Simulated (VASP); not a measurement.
Set up this calculation in VASP 6.6.1, as the native input.

```yaml
Task: single point
Functional: HSE06
Potentials_or_basis: VASP PAW PBE potentials, release 64 (Mg, Te)
Cutoff: 520 eV
k_mesh: 6 × 6 × 2
Occupations: gaussian, width 0.01 eV
Spin: no spin polarisation
Dipole_correction: no
Grid_for_exact_exchange_PRECFOCK: Normal
Further_INCAR_settings: ALGO = Normal; EDIFF = 1e-06; NBANDS = 16
Share_of_exact_exchange: 0.25
Screening_parameter: 0.2079 1/Å
```

Crystal: MgTe.

```
Mg Te
1.0
     4.57764    0.00000    0.00000
    -2.28882    3.96435    0.00000
     0.00000    0.00000    7.45509
Mg Te
2 2
Cartesian
  0.0000 2.6429 -0.0045
  2.2888 1.3214 3.7230
  0.0000 2.6429 2.8002
  2.2888 1.3214 6.5277
```

The input as run:

POSCAR

```
MgTe
1.0
    4.5776356501      0.0000000000      0.0000000000
   -2.2888178251      3.9643487623      0.0000000000
    0.0000000000      0.0000000000      7.4550892427
Mg Te
2 2
Direct
    0.3333333333      0.6666666667     -0.0006080525
    0.6666666667      0.3333333333      0.4993919475
    0.3333333333      0.6666666667      0.3756080525
    0.6666666667      0.3333333333      0.8756080525
```

INCAR.step1

```
PREC = Accurate ; ENCUT = 520
EDIFF = 1E-5 ; ISMEAR = 0
SIGMA = 0.01 ; LREAL = F
LASPH = T ; NELM = 120
ALGO = Normal ; ISIF = 2
LWAVE = T ; GGA = PE
NBANDS = 16 ; GGA_COMPAT = F
```

INCAR.step2

```
PREC = Accurate ; ENCUT = 520
EDIFF = 1E-6 ; ISMEAR = 0
SIGMA = 0.01 ; LREAL = F
LASPH = T ; NELM = 120
ALGO = Normal ; ISIF = 2
LWAVE = F ; LCHARG = T
GGA = PE ; LHFCALC = T
HFSCREEN = 0.2079 ; PRECFOCK = Normal
LELF = T ; LVHAR = T
ISTART = 1 ; NBANDS = 16
GGA_COMPAT = F
```

KPOINTS

```
Automatic mesh
0
Gamma
  6 6 2
```

Potentials or basis: VASP PAW PBE potentials, release 64 (Mg, Te).

Launch:

```sh
$ cat potpaw_PBE.64/Mg/POTCAR potpaw_PBE.64/Te/POTCAR > POTCAR
$ cp INCAR.step1 INCAR
$ mpirun -np 1 vasp_std > vasp.out
$ cp INCAR.step2 INCAR
$ mpirun -np 1 vasp_std > vasp.out
```

It gave:

| Item | Value |
| --- | --- |
| Pressure | -0.2 GPa |
| Band gap on the k mesh | 3.21 eV |

Caveat: the k points lie up to 0.42 Å⁻¹ apart; the structure was generated, so it needn't be the stable form of MgTe; the PAW data sets were made with another functional, which shifts forces and pressure a little; spin-orbit coupling is left out, which moves the levels of the heavy elements.

Run time: 14 min on 1 thread of Intel(R) Xeon(R) 6975P-C (Granite Rapids), with other jobs on the host, peak memory 0.38 GiB.
